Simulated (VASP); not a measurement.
Here is a VASP 6.6.1 calculation.

The input INCAR:

```
SYSTEM = TiO2
PREC     = Accurate       ! precision mode
ENCUT    = 520            ! plane-wave cutoff, eV
EDIFF    = 1E-6           ! SCF threshold, eV
ISMEAR   = 0              ! smearing method
SIGMA    = 0.1            ! smearing width, eV
LREAL    = .False.        ! projectors in reciprocal space
LASPH    = .True.         ! aspherical terms in the spheres
NELM     = 150            ! most SCF steps
ALGO     = Normal         ! electronic algorithm
ISIF     = 2              ! what is computed and relaxed
LWAVE    = .False.        ! write WAVECAR
LCHARG   = .True.         ! write CHGCAR
ISPIN    = 2              ! spin polarisation
MAGMOM   = 1 1 0 0 0 0    ! initial moments
LORBIT   = 11             ! projections on sites
LMAXMIX  = 4              ! l up to which the mixer works
GGA      = CA             ! functional
LELF     = .True.         ! ELF
LVHAR    = .True.       
NBANDS   = 37             ! bands
```

KPOINTS

```
regular mesh
0
Gamma
  6 6 4
  0 0 0
```

The input POSCAR:

```
TiO2
1.0
    2.7060340000     -2.7066550000      0.0000000000
    2.7060340000      2.7066550000      0.0000000000
   -2.6335310000      0.0000000000      4.7966370000
Ti O
2 4
Direct
    0.1341100000      0.8658900000      0.2500000000
    0.8658900000      0.1341100000      0.7500000000
    0.3312210000      0.0887550000      0.6671490000
    0.6687790000      0.9112450000      0.3328510000
    0.9112450000      0.6687790000      0.8328510000
    0.0887550000      0.3312210000      0.1671490000
```

Potentials or basis: VASP PAW LDA potentials, release 64 (Ti_sv, O).

Run with:

```console
$ cat potpaw_LDA.64/Ti_sv/POTCAR potpaw_LDA.64/O/POTCAR > POTCAR
$ mpirun -np 1 vasp_std > vasp.out
```

Q: What does it give for the largest force?

A: 0.314 eV/Å.

Q: What does it give for the pressure?

A: -11.9 GPa.

Q: Predict the band gap on the k mesh.

A: 1.95 eV (least direct gap 2.28 eV).

Forces in eV/Å, atoms in the order of the input:
```
Ti   0.000  0.067  0.000
Ti   0.000 -0.067  0.000
O    0.011 -0.044 -0.311
O   -0.011  0.044  0.311
O   -0.011 -0.044  0.311
O    0.011  0.044 -0.311
```

Caveat: the cell stands under tension. A k mesh can miss the band edges.
